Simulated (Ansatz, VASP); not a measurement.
**AlN: VASP beside Ansatz**

```
Al N
1.0
     0.00000    2.03452    2.03452
     2.03452    0.00000    2.03452
     2.03452    2.03452    0.00000
Al N
1 1
Direct
  0.50000 0.50000 0.50000
  0.00000 0.00000 0.00000
```

Alike in both runs: task single point; functional PBEsol; k mesh 8 × 8 × 8; occupations gaussian, width 0.02 eV; no spin polarisation.

```csv
,VASP,Ansatz
version,VASP 6.6.1,Ansatz 0.2.0
potentials or method,"VASP PAW PBE potentials, release 64 (Al, N), cutoff 600 eV","scalar-relativistic, plane waves, PAW"
valence electrons in the cell,8,8
```

Ansatz gave:

| Item | Value |
| --- | --- |
| gap on the k mesh at the Fermi level (eV) | 4.38 |
| least direct gap on the mesh (eV) | 5.38 |
| pressure (GPa) | -4.5 |

What did VASP give for the same quantities?

gap on the k mesh at the Fermi level (eV): 4.37; least direct gap on the mesh (eV): 5.40; pressure (GPa): -4.7.

VASP's potentials were made for PBE, not for PBEsol.
